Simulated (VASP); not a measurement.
Wanted: the native input for a VASP 6.6.1 run.

* Task: single point
* Functional: PBE
* Potentials or basis: VASP PAW PBE potentials, release 64 (Cu)
* Cutoff: 520 eV
* k mesh: 8 × 5 × 17
* Occupations: gaussian, width 0.1 eV
* Spin: no spin polarisation
* Dipole correction: no
* Further INCAR settings: ALGO = Fast; EDIFF = 1e-06; NBANDS = 36; ISYM = 0

The structure of Cu lies in POSCAR:

```
Cu
1.0
    4.4172695534      0.0000000000      0.0000000000
   -2.2086347767      6.6259043301      0.0000000000
   -1.4724231845      0.0000000000      2.0635292568
Cu
5
Direct
    0.4000000000      0.8000000000      0.0000000000
    0.2000000000      0.4000000000      0.0000000000
    0.8000000000      0.6000000000      0.0000000000
    0.0000000000      0.0000000000      0.0000000000
    0.6000000000      0.2000000000      0.0000000000
```

The input as run:

INCAR

```
ALGO = Fast
EDIFF = 1E-6
ENCUT = 520
GGA = PE
ISIF = 2
ISMEAR = 0
ISYM = 0
LASPH = T
LCHARG = T
LELF = T
LREAL = F
LVHAR = T
LWAVE = F
NBANDS = 36
NELM = 100
PREC = Accurate
SIGMA = 0.1
```

KPOINTS

```
k-points
0
Gamma
  8 5 17
```

Potentials or basis: VASP PAW PBE potentials, release 64 (Cu).

The run is started by

```console
$ cat potpaw_PBE.64/Cu/POTCAR > POTCAR
$ mpirun -np 1 vasp_std > vasp.out
```

It gave:

```json
{"Pressure": "-0.6 GPa", "Band gap on the k mesh": "zero (an odd number of electrons rules out a gap without spin polarisation)"}
```

Caveat: the stress differs along the axes, from -4 to 2 GPa.

Wall time 12 min on 1 thread of AMD EPYC 7R13 Processor (Zen 3) (shared host), peak memory 0.55 GiB.
